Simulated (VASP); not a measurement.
The system is BN.

```
N B
1.0
     2.50804    0.00000    0.00000
    -1.24671    2.17623    0.00000
    -0.63067   -1.08812    3.02254
N B
1 1
Direct
  0.66851 0.33238 0.98500
  0.97964 0.98350 0.00181
```

Base run:

- Program: VASP 6.6.1
- Functional: PBEsol
- Potentials or basis: VASP PAW PBE potentials, release 64 (N, B)
- Cutoff: 520 eV
- k mesh: 13 × 13 × 9
- Occupations: fermi-dirac, width 0.05 eV
- Spin: no spin polarisation

Its results: band gap on the k mesh 2.70 eV, indirect (least direct gap 4.47 eV); pressure 1.9 GPa; largest force 2.739 eV/Å.

Question: The run is repeated on the same cell with these changes: functional from PBEsol to LDA; potentials or basis from VASP PAW PBE potentials, release 64 (N, B) to VASP PAW LDA potentials, release 64 (N, B). What comes out?

Answer: Band gap on the k mesh 2.63 eV, indirect (least direct gap 4.39 eV); pressure -3.5 GPa; largest force 2.698 eV/Å.

Caveats: the PAW data sets were made with another functional, which shifts forces and pressure a little (some runs); forces of over 1 eV/Å act on the atoms, so gaps and moduli don't describe the material at rest (some runs).

A k mesh can miss the band edges.
